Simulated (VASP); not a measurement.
A run of VASP 6.6.1 is set up as follows.

Contents of INCAR:

```
SYSTEM = ZnGeP2
PREC = Accurate
ENCUT = 500
EDIFF = 1E-6
ISMEAR = -1
SIGMA = 0.02
LREAL = .False.
LASPH = .True.
NELM = 120
ALGO = Normal
ISIF = 2
LWAVE = .False.
LCHARG = .True.
GGA = PE
LELF = .True.
LVHAR = .True.
NBANDS = 46
GGA_COMPAT = .False.
```

The input KPOINTS:

```
regular mesh
0
Gamma
  6 6 6
  0 0 0
```

POSCAR

```
ZnGeP2
1.0
   -2.6416403673      2.6416403673      5.2046182686
    2.6416403673     -2.6416403673      5.2046182686
    2.6416403673      2.6416403673     -5.2046182686
Zn Ge P
2 2 4
Direct
    0.7500000000      0.2500000000      0.5000000000
    0.0000000000      0.0000000000      0.0000000000
    0.2500000000      0.7500000000      0.5000000000
    0.5000000000      0.5000000000      0.0000000000
    0.1267469848      0.6250000000      0.0017469848
    0.8750000000      0.8732530152      0.4982530152
    0.3750000000      0.3767469848      0.5017469848
    0.6232530152      0.1250000000      0.9982530152
```

Potentials or basis: VASP PAW PBE potentials, release 64 (Zn, Ge_d, P).

Launch:

```bash
$ cat potpaw_PBE.64/Zn/POTCAR potpaw_PBE.64/Ge_d/POTCAR potpaw_PBE.64/P/POTCAR > POTCAR
$ mpirun -np 1 vasp_std > vasp.out
```

Question: Predict the pressure.

Answer: 11.9 GPa.

Question: Estimate the largest force.

Answer: 0.059 eV/Å.

Question: Predict the band gap on the k mesh.

Answer: 1.14 eV (least direct gap 1.18 eV).

Forces on the atoms (eV/Å):
```
Zn   0.000  0.000  0.000
Zn   0.000  0.000  0.000
Ge   0.000  0.000  0.000
Ge   0.000  0.000  0.000
P    0.000 -0.059  0.000
P    0.059  0.000  0.000
P   -0.059  0.000  0.000
P    0.000  0.059  0.000
```

Caveat: the cell differs from its parent crystal (strain -3.0%); the cell stands under pressure. A k mesh can miss the band edges.
